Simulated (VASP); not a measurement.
# CoSi2 (Fm-3m) in VASP: a series of runs, part 2 of 2

VASP 6.6.1. The steps go on from the part before.

### Step 5. Single point, PBEsol, collinear spin, ferromagnetic start

This run uses another cell than the first one, of 12.80 Å³/atom, 1.087 times its volume.

INCAR reads:

```
PREC = Accurate
ENCUT = 520
EDIFF = 1E-6
ISMEAR = -1
SIGMA = 0.1
LREAL = F
LASPH = T
NELM = 150
ALGO = Normal
ISIF = 2
LWAVE = F
LCHARG = F
ISPIN = 2
MAGMOM = 2.5 0 0
LORBIT = 11
LMAXMIX = 4
GGA = PS
NBANDS = 20
```

KPOINTS reads:

```
Automatic mesh
0
Gamma
  9 9 9
```

POSCAR reads:

```
CoSi2
1.0
    0.0000000000      2.6780000000      2.6780000000
    2.6780000000      0.0000000000      2.6780000000
    2.6780000000      2.6780000000      0.0000000000
Co Si
1 2
Direct
    0.0000000000      0.0000000000      0.0000000000
    0.2500000000      0.2500000000      0.2500000000
    0.7500000000      0.7500000000      0.7500000000
```

Potentials or basis: VASP PAW PBE potentials, release 64 (Co, Si).

Run with:

```bash
$ cat potpaw_PBE.64/Co/POTCAR potpaw_PBE.64/Si/POTCAR > POTCAR
$ mpirun -np 1 vasp_std > vasp.out
```

OUTCAR:

```text
PREC = Accurate
   ENCUT = 520
   EDIFF = 1E-6
   ISMEAR = -1
   LREAL = F
   LASPH = T
   NELM = 150
   ISIF = 2
   ISPIN = 2
   LORBIT = 11
   GGA = PS

 ion  position               nearest neighbor table
   1  0.000  0.000  0.000-   3 2.32   2 2.32   3 2.32   2 2.32   3 2.32   3 2.32   2 2.32   2 2.32

   2  0.250  0.250  0.250-   1 2.32   1 2.32   1 2.32   1 2.32   3 2.68   3 2.68   3 2.68   3 2.68
                             3 2.68   3 2.68
   3  0.750  0.750  0.750-   1 2.32   1 2.32   1 2.32   1 2.32   2 2.68   2 2.68   2 2.68   2 2.68
                             2 2.68   2 2.68

  LATTYP: Found a face centered cubic cell.
 ALAT       =     5.3560000000

  Lattice vectors:

 A1 = (   0.0000000000,   2.6780000000,   2.6780000000)
 A2 = (   2.6780000000,   0.0000000000,   2.6780000000)
 A3 = (   2.6780000000,   2.6780000000,   0.0000000000)

Analysis of symmetry for initial positions (statically):
=====================================================================
 Subroutine PRICEL returns:
 Original cell was already a primitive cell.

 Routine SETGRP: Setting up the symmetry group for a
 face centered cubic supercell.

 Subroutine GETGRP returns: Found 48 space group operations
 (whereof 48 operations were pure point group operations)
 out of a pool of 48 trial point group operations.

The static configuration has the point symmetry O_h .

Analysis of symmetry for dynamics (positions and initial velocities):
=====================================================================
 Subroutine PRICEL returns:
 Original cell was already a primitive cell.

 Routine SETGRP: Setting up the symmetry group for a
 face centered cubic supercell.

 Subroutine GETGRP returns: Found 48 space group operations
 (whereof 48 operations were pure point group operations)
 out of a pool of 48 trial point group operations.

The dynamic configuration has the point symmetry O_h .

Analysis of structural, dynamic, and magnetic symmetry:
=====================================================================
 Subroutine PRICEL returns:
 Original cell was already a primitive cell.

 Routine SETGRP: Setting up the symmetry group for a
 face centered cubic supercell.

 Subroutine GETGRP returns: Found 48 space group operations
 (whereof 48 operations were pure point group operations)
 out of a pool of 48 trial point group operations.

The overall configuration has the point symmetry O_h .

 Subroutine INISYM returns: Found 48 space group operations
 (whereof 48 operations are pure point group operations),
 and found     1 'primitive' translations

----------------------------------------------------------------------------------------

                                     Primitive cell

  volume of cell :      38.4115

  direct lattice vectors                    reciprocal lattice vectors
     0.000000000  2.678000000  2.678000000    -0.186706497  0.186706497  0.186706497
     2.678000000  0.000000000  2.678000000     0.186706497 -0.186706497  0.186706497
     2.678000000  2.678000000  0.000000000     0.186706497  0.186706497 -0.186706497

  length of vectors
     3.787263920  3.787263920  3.787263920     0.323385140  0.323385140  0.323385140

  position of ions in fractional coordinates (direct lattice)
     0.000000000  0.000000000  0.000000000
[... 72 lines left out ...]
   ISTART =      0    job   : 0-new  1-cont  2-samecut
   ICHARG =      2    charge: 1-file 2-atom 10-const
   ISPIN  =      2    spin polarized calculation?
   LNONCOLLINEAR =      F non collinear calculations
   LSORBIT =      F    spin-orbit coupling
   LASPH  =      T    aspherical Exc in radial PAW
   ENCUT  =  520.0 eV  38.22 Ry    6.18 a.u.   7.04  7.04  7.04*2*pi/ulx,y,z
   NELM   =    150;   NELMIN=  2; NELMDL= -5     # of ELM steps
   EDIFF  = 0.1E-05   stopping-criterion for ELM
   LREAL  =      F    real-space projection
   EDIFFG = 0.1E-04   stopping-criterion for IOM
   NSW    =      0    number of steps for IOM
   IBRION =     -1    ionic relax: 0-MD 1-quasi-New 2-CG
   NFREE  =      0    steps in history (QN), initial steepest desc. (CG)
   ISIF   =      2    stress and relaxation
   ISYM   =      2    0-nonsym 1-usesym 2-fastsym
   POTIM  = 0.5000    time-step for ionic-motion
   TEBEG  =    0.0;   TEEND  =   0.0 temperature during run
   PSTRESS=    0.0 pullay stress
   NELECT =      17.0000    total number of electrons
   NUPDOWN=      -1.0000    fix difference up-down
   EMIN   =  10.00;   EMAX   =-10.00  energy-range for DOS
   EFERMI =   0.00;   METHOD = LEGACY
   ISMEAR =    -1;   SIGMA  =   0.10  broadening in eV -4-tet -1-fermi 0-gaus
   EFERMI_NEDOS =   21; number of points for ismear=-14 and -15
   IALGO  =     38    algorithm
   IMIX   =      4    mixing-type and parameters
     AMIX     =   0.40;   BMIX     =  1.00
     AMIX_MAG =   1.60;   BMIX_MAG =  1.00
  volume/ion in A,a.u.               =      12.80        86.40
  Fermi-wavevector in a.u.,A,eV,Ry     =   1.247586  2.357596 21.177078  1.556471
  Thomas-Fermi vector in A             =   2.381712
   LORBIT       =     11    0 simple, 1 ext, 2 COOP (PROOUT), +10 PAW based schemes
   GGA     = PS    functional components
   LHFCALC =     F    Hartree Fock is set to
   AEXX    =    0.0000 exact exchange contribution
   IVDW    =     0    specifies the selected vdW correction
   LEPSILON=     F    determine dielectric tensor
   LRPA    =     F    only Hartree local field effects (RPA)
 spin polarized calculation
  energy-cutoff  :      520.00
  volume of cell :       38.41
 maximum number of plane-waves:      1044
   NGX = 15   NGY = 15   NGZ = 15

 number of electron      16.9999995 magnetization      -0.0006135

 number of electron      16.9999995 magnetization       0.0000133

 Free energy of the ion-electron system (eV)
  ---------------------------------------------------
  ext. energy  EPLUGINS =         0.00000000
  ---------------------------------------------------
  free energy    TOTEN  =       -20.98363811 eV

  energy without entropy =      -20.94646427  energy(sigma->0) =      -20.96505119

 E-fermi :   9.9937     XC(G=0): -11.8557

 val. band max:        9.9893195126   @ k =   0.3333   0.1111   0.0000
 cond. band min:      10.0046042950   @ k =   0.2222   0.2222   0.0000
 fundamental gap:      0.0152847824
 Fermi energy:         9.9937227533

 spin component 1

 k-point     1 :       0.0000    0.0000    0.0000
  band No.  band energies     occupation
      1      -3.1222      1.00000
      2       5.9160      1.00000
      3       5.9160      1.00000
      4       5.9160      1.00000
      5       8.0923      1.00000
      6       8.0923      1.00000
[... 541 lines left out ...]
     19      25.0512      0.00000
     20      25.0512      0.00000

 [... further k-points ...]

 spin component 2

 k-point     1 :       0.0000    0.0000    0.0000
  band No.  band energies     occupation
      1      -3.1222      1.00000
      2       5.9159      1.00000
      3       5.9159      1.00000
      4       5.9159      1.00000
      5       8.0922      1.00000
      6       8.0922      1.00000
[... 541 lines left out ...]
     19      25.0511      0.00000
     20      25.0511      0.00000

 [... further k-points ...]
[... 5 lines left out ...]
  --------------------------------------------------------------------------------------
  -------------------------------------------------------------------------------------
  Total       -1.0255244     -1.0255244     -1.0255244      0.0000000      0.0000000      0.0000000
  in kB      -42.7754776    -42.7754776    -42.7754776      0.0000000      0.0000000      0.0000000
  external PRESSURE =     -42.7754776 kB  Pullay stress =       0.0000000 kB

 VOLUME and BASIS-vectors are now :
 -----------------------------------------------------------------------------
  energy-cutoff  :      520.00
  volume of cell :       38.41
      direct lattice vectors                 reciprocal lattice vectors
     0.000000000  2.678000000  2.678000000    -0.186706497  0.186706497  0.186706497
     2.678000000  0.000000000  2.678000000     0.186706497 -0.186706497  0.186706497
     2.678000000  2.678000000  0.000000000     0.186706497  0.186706497 -0.186706497

 POSITION                                       TOTAL-FORCE (eV/Angst)
 -----------------------------------------------------------------------------------
      0.00000      0.00000      0.00000        -0.000000      0.000000     -0.000000
      1.33900      1.33900      1.33900         0.000000      0.000000      0.000000
      4.01700      4.01700      4.01700         0.000000     -0.000000     -0.000000
 -----------------------------------------------------------------------------------
    total drift:                               -0.000000     -0.000000      0.000000

  FREE ENERGIE OF THE ION-ELECTRON SYSTEM (eV)
  ---------------------------------------------------
  free  energy   TOTEN  =       -20.9836381089 eV

  energy  without entropy=      -20.9464642749  energy(sigma->0) =      -20.96505119

 total charge

# of ion       s       p       d       tot
------------------------------------------
    1        0.542   0.722   7.602   8.866
    2        0.717   0.871   0.000   1.588
    3        0.717   0.871   0.000   1.588
--------------------------------------------------
tot          1.977   2.463   7.602  12.042

 magnetization (x)

# of ion       s       p       d       tot
------------------------------------------
    1        0.000  -0.000  -0.000  -0.000
    2       -0.000  -0.000   0.000  -0.000
    3       -0.000  -0.000   0.000  -0.000
--------------------------------------------------
tot         -0.000  -0.000  -0.000  -0.000
```

Run time: 47 s. Hardware: 1 thread of AMD EPYC 9R45 (Zen 5), shared host; peak memory 0.16 GiB.

What came out:

```yaml
Free_energy: -20.9836 eV
Pressure: -4.3 GPa
Net_moment: 0.00 μB per cell
Valence_electrons_inside_the_program's_atomic_spheres: Co 8.87; Si 1.59
```

Caveat: the starting moments collapsed, and a magnetic state may lie lower; the PAW data sets were made with another functional, which shifts forces and pressure a little.

### Step 6. Single point, PBEsol, collinear spin, ferromagnetic start

This run uses another cell than the first one, of 13.15 Å³/atom, 1.116 times its volume.

INCAR reads:

```
  PREC = Accurate
  ENCUT = 520
  EDIFF = 1E-6
  ISMEAR = -1
  SIGMA = 0.1
  LREAL = F
  LASPH = T
  NELM = 150
  ALGO = Normal
  ISIF = 2
  LWAVE = F
  LCHARG = F
  ISPIN = 2
  MAGMOM = 2.5 0 0
  LORBIT = 11
  LMAXMIX = 4
  GGA = PS
  NBANDS = 20
```

KPOINTS is that of step 5.

POSCAR reads:

```
CoSi2
1.0
    0.0000000000      2.7015959295      2.7015959295
    2.7015959295      0.0000000000      2.7015959295
    2.7015959295      2.7015959295      0.0000000000
Co Si
1 2
Direct
    0.0000000000      0.0000000000      0.0000000000
    0.2500000000      0.2500000000      0.2500000000
    0.7500000000      0.7500000000      0.7500000000
```

Potentials or basis: VASP PAW PBE potentials, release 64 (Co, Si).

Run with:

```bash
$ cat potpaw_PBE.64/Co/POTCAR potpaw_PBE.64/Si/POTCAR > POTCAR
$ mpirun -np 1 vasp_std > vasp.out
```

OUTCAR:

```text
PREC = Accurate
   ENCUT = 520
   EDIFF = 1E-6
   ISMEAR = -1
   LREAL = F
   LASPH = T
   NELM = 150
   ISIF = 2
   ISPIN = 2
   LORBIT = 11
   GGA = PS

 ion  position               nearest neighbor table
   1  0.000  0.000  0.000-   3 2.34   3 2.34   3 2.34   2 2.34   3 2.34   2 2.34   2 2.34   2 2.34

   2  0.250  0.250  0.250-   1 2.34   1 2.34   1 2.34   1 2.34   3 2.70   3 2.70   3 2.70   3 2.70
                             3 2.70   3 2.70
   3  0.750  0.750  0.750-   1 2.34   1 2.34   1 2.34   1 2.34   2 2.70   2 2.70   2 2.70   2 2.70
                             2 2.70   2 2.70

  LATTYP: Found a face centered cubic cell.
 ALAT       =     5.4031918590

  Lattice vectors:

 A1 = (   0.0000000000,   2.7015959295,   2.7015959295)
 A2 = (   2.7015959295,   0.0000000000,   2.7015959295)
 A3 = (   2.7015959295,   2.7015959295,   0.0000000000)

Analysis of symmetry for initial positions (statically):
=====================================================================
 Subroutine PRICEL returns:
 Original cell was already a primitive cell.

 Routine SETGRP: Setting up the symmetry group for a
[... 756 lines left out ...]
      5       7.8269      1.00000
      6       7.8269      1.00000
[... 541 lines left out ...]
     19      24.4973      0.00000
     20      24.4973      0.00000

 [... further k-points ...]
[... 5 lines left out ...]
  --------------------------------------------------------------------------------------
  -------------------------------------------------------------------------------------
  Total       -2.1068381     -2.1068381     -2.1068381     -0.0000000      0.0000000     -0.0000000
  in kB      -85.5954269    -85.5954269    -85.5954269     -0.0000000      0.0000000     -0.0000000
  external PRESSURE =     -85.5954269 kB  Pullay stress =       0.0000000 kB

 VOLUME and BASIS-vectors are now :
 -----------------------------------------------------------------------------
  energy-cutoff  :      520.00
  volume of cell :       39.44
      direct lattice vectors                 reciprocal lattice vectors
     0.000000000  2.701595929  2.701595929    -0.185075790  0.185075790  0.185075790
     2.701595929  0.000000000  2.701595929     0.185075790 -0.185075790  0.185075790
     2.701595929  2.701595929  0.000000000     0.185075790  0.185075790 -0.185075790

 POSITION                                       TOTAL-FORCE (eV/Angst)
 -----------------------------------------------------------------------------------
      0.00000      0.00000      0.00000        -0.000000     -0.000000     -0.000000
      1.35080      1.35080      1.35080         0.000000      0.000000      0.000000
      4.05239      4.05239      4.05239        -0.000000     -0.000000      0.000000
 -----------------------------------------------------------------------------------
    total drift:                               -0.000000     -0.000000      0.000000

  FREE ENERGIE OF THE ION-ELECTRON SYSTEM (eV)
  ---------------------------------------------------
  free  energy   TOTEN  =       -20.9421224605 eV

  energy  without entropy=      -20.9038610063  energy(sigma->0) =      -20.92299173

 total charge

# of ion       s       p       d       tot
------------------------------------------
    1        0.529   0.691   7.575   8.795
    2        0.718   0.853   0.000   1.572
    3        0.718   0.853   0.000   1.572
--------------------------------------------------
tot          1.965   2.398   7.575  11.938

 magnetization (x)

# of ion       s       p       d       tot
------------------------------------------
    1        0.000  -0.000  -0.000  -0.000
    2       -0.000  -0.000   0.000  -0.000
    3       -0.000  -0.000   0.000  -0.000
--------------------------------------------------
tot         -0.000  -0.000  -0.000  -0.000
```

OSZICAR:

```text
N       E                     dE             d eps       ncg     rms          rms(c)
DAV:   1     0.660390543414E+02    0.66039E+02   -0.65662E+03  2808   0.804E+02
DAV:   2    -0.174181887306E+02   -0.83457E+02   -0.72877E+02  2968   0.182E+02
DAV:   3    -0.219970282428E+02   -0.45788E+01   -0.44338E+01  3380   0.455E+01
DAV:   4    -0.220723720752E+02   -0.75344E-01   -0.75184E-01  3276   0.531E+00
DAV:   5    -0.220744679545E+02   -0.20959E-02   -0.20956E-02  3412   0.949E-01    0.176E+01
DAV:   6    -0.280186029115E+02   -0.59441E+01   -0.21898E+01  3132   0.936E+01    0.217E+01
DAV:   7    -0.209854265180E+02    0.70332E+01   -0.10907E+01  3468   0.719E+01    0.342E+00
DAV:   8    -0.209821123707E+02    0.33141E-02   -0.73805E-01  3576   0.607E+00    0.215E+00
DAV:   9    -0.209425894444E+02    0.39523E-01   -0.88600E-02  3420   0.415E+00    0.857E-01
DAV:  10    -0.209424247201E+02    0.16472E-03   -0.34197E-03  3884   0.502E-01    0.349E-01
DAV:  11    -0.209420742565E+02    0.35046E-03   -0.73018E-04  3492   0.377E-01    0.139E-01
DAV:  12    -0.209421308836E+02   -0.56627E-04   -0.21906E-04  3556   0.148E-01    0.629E-02
DAV:  13    -0.209421223384E+02    0.85452E-05   -0.19759E-05  3532   0.482E-02    0.169E-02
DAV:  14    -0.209421224605E+02   -0.12212E-06   -0.12790E-06  2612   0.126E-02
   1 F= -.20942122E+02 E0= -.20922992E+02  d E =-.382615E-01  mag=    -0.0002
```

It took 51 s on 1 thread of AMD EPYC 9R45 (Zen 5), shared host; peak memory 0.16 GiB.

Results:

* Free energy: -20.9421 eV
* Pressure: -8.6 GPa
* Net moment: 0.00 μB per cell
* Valence electrons inside the program's atomic spheres: Co 8.79; Si 1.57

Levels at points of the mesh, in eV from the Fermi level:
Spin up:
```
           k point  band 7  band 8  band 9  band 10  band 11  band 12
(0.00, 0.00, 0.00)    0.54    3.33    3.33     3.33     3.42     3.42
```
Spin down:
```tsv
k point	band 5	band 6	band 7	band 8	band 9	band 10	band 11	band 12	band 13	band 14
(0.00, 0.00, 0.00)	-1.82	-1.82	0.54	3.33	3.33	3.33	3.42	3.42	3.42	5.55
```

Caveat: the starting moments collapsed, and a magnetic state may lie lower; the PAW data sets were made with another functional, which shifts forces and pressure a little.
